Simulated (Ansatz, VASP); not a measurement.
## One calculation of Co, two programs

File INCAR:

```
PREC = Accurate
ENCUT = 520
EDIFF = 1E-6
ISMEAR = -1
SIGMA = 0.15
LREAL = F
LASPH = T
NELM = 150
ALGO = Normal
ISIF = 2
LWAVE = F
LCHARG = F
ISPIN = 2
MAGMOM = 2.5 2.5
LORBIT = 11
LMAXMIX = 4
GGA = PS
NBANDS = 20
```

The input KPOINTS:

```
Automatic mesh
0
Gamma
  15 15 8
```

Contents of POSCAR:

```
Co
1.0
    2.4873650000      0.0000000000      0.0000000000
   -1.2436825000      2.1541212785      0.0000000000
    0.0000000000      0.0000000000      4.0632900000
Co
2
Direct
    0.6666666667      0.3333333333      0.2598610000
    0.3333333333      0.6666666667      0.7401390000
```

Input for Ansatz:

```yaml
crystal:
  lattice:
    a: 2.487365
    b: 2.487365
    c: 4.06329
    alpha: 90.0
    beta: 90.0
    gamma: 120.0
  atoms:
    - { symbol: Co, position: [0.6666666666666666, 0.3333333333333333, 0.259861] }
    - { symbol: Co, position: [0.3333333333333333, 0.6666666666666666, 0.740139] }
kpoints:
  mp_grid:
    grid: [15, 15, 8]
hamiltonian:
  xc: pbesol
magnetization:
  spin_polarized: true
  per_species:
    Co: 2.5
scf:
  convergence:
    dr2_threshold: 1.0e-10
  occupations:
    method: fermi_dirac
    width: 0.15
output:
  forces: true
  stress: true
```

Alike in both runs: task single point; functional PBEsol; k mesh 15 × 15 × 8; occupations fermi-dirac, width 0.15 eV; collinear spin.

```csv
,VASP,Ansatz
version,VASP 6.6.1,Ansatz 0.2.0
potentials or method,"VASP PAW PBE potentials, release 64 (Co)","plane waves, PAW"
plane-wave cutoff (eV),520,420
valence electrons in the cell,18,34
```

VASP gave:

- pressure (GPa): -9.9
- traceless stress, the component that is largest in VASP (GPa): -0.97
- rms of the force components (eV/Å): 0.287
- net moment per atom (μB): 1.59
- size of the moment on the site where the two differ most (μB): 1.61

Problem. What did Ansatz give for the same quantities?

Solution. Pressure (GPa): -9.3; traceless stress, the component that is largest in VASP (GPa): -0.92; rms of the force components (eV/Å): 0.297; net moment per atom (μB): 1.60; size of the moment on the site where the two differ most (μB): 1.67.

VASP's potentials were made for PBE, not for PBEsol. Site moments also hang on the region over which each program counts them. Atom by atom the forces differ by 0.009 eV/Å (rms over components). With one functional, cell and mesh, what is left measures potentials, basis and numerics. VASP's potentials hold 18 valence electrons a cell and Ansatz's 34, so a difference there can come from the potentials and not from the codes.
